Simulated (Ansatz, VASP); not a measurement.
W3O: VASP beside Ansatz

```
W O
1.0
     4.83135    0.00000    0.00000
     0.00000    4.83135    0.00000
     0.00000    0.00000    4.83135
W O
6 2
Direct
  0.50000 0.75000 0.00000
  0.00000 0.50000 0.75000
  0.25000 0.00000 0.50000
  0.50000 0.25000 0.00000
  0.00000 0.50000 0.25000
  0.75000 0.00000 0.50000
  0.54968 0.50000 0.50000
  0.00000 0.00000 0.00000
```

Alike in both runs: task single point; functional PBEsol; k mesh 8 × 8 × 8; occupations gaussian, width 0.15 eV; no spin polarisation.

|  | VASP | Ansatz |
| --- | --- | --- |
| version | VASP 6.6.1 | Ansatz 0.2.0 |
| potentials or method | VASP PAW PBE potentials, release 64 (W_sv, O), cutoff 520 eV | scalar-relativistic, plane waves, PAW |
| valence electrons in the cell | 96 | 96 |

|  | VASP | Ansatz | Ansatz less VASP |
| --- | --- | --- | --- |
| gap on the k mesh at the Fermi level (eV) | none | none | - |
| pressure (GPa) | 1.2 | 0.2 | -1.05 |
| traceless stress, the component that is largest in VASP (GPa) | -0.47 | -0.49 | -0.024 |
| rms of the force components (eV/Å) | 0.229 | 0.238 | +0.0084 |

VASP's potentials were made for PBE, not for PBEsol. Atom by atom the forces differ by 0.009 eV/Å (rms over components). A gap of «none» marks a metal or a gap that the smearing closes.

Spin-orbit coupling is off throughout.
